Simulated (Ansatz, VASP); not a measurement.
**One calculation of AlN, two programs**

```
CELL_PARAMETERS angstrom
-3.08862 0.00000 0.00000
0.00000 5.34964 0.00000
1.54431 -2.67482 -4.94358
ATOMIC_POSITIONS crystal
Al 0.99924 0.33257 0.99848
Al 0.49924 0.83257 0.99848
Al 0.24924 0.91591 0.49848
Al 0.74924 0.41591 0.49848
N 0.80826 0.14159 0.61652
N 0.30826 0.64159 0.61652
N 0.05826 0.72493 0.11652
N 0.55826 0.22493 0.11652
```

Alike in both runs: task single point; functional LDA; k mesh 8 × 8 × 8; occupations gaussian, width 0.05 eV; no spin polarisation.

```csv
,VASP,Ansatz
version,VASP 6.6.1,Ansatz 0.2.0
potentials or method,"VASP PAW LDA potentials, release 64 (Al, N), cutoff 520 eV","scalar-relativistic, plane waves, PAW"
valence electrons in the cell,32,32
```

|  | VASP | Ansatz | Ansatz less VASP |
| --- | --- | --- | --- |
| gap on the k mesh at the Fermi level (eV) | 4.42 | 4.42 | -0.007 |
| least direct gap on the mesh (eV) | 4.42 | 4.42 | -0.007 |
| pressure (GPa) | 0.6 | 0.0 | -0.61 |

Ansatz warns that its potentials were made for another functional, while VASP's fit it. LDA's correlation is that of Perdew and Zunger in VASP and of Perdew and Wang (1992) in Ansatz.
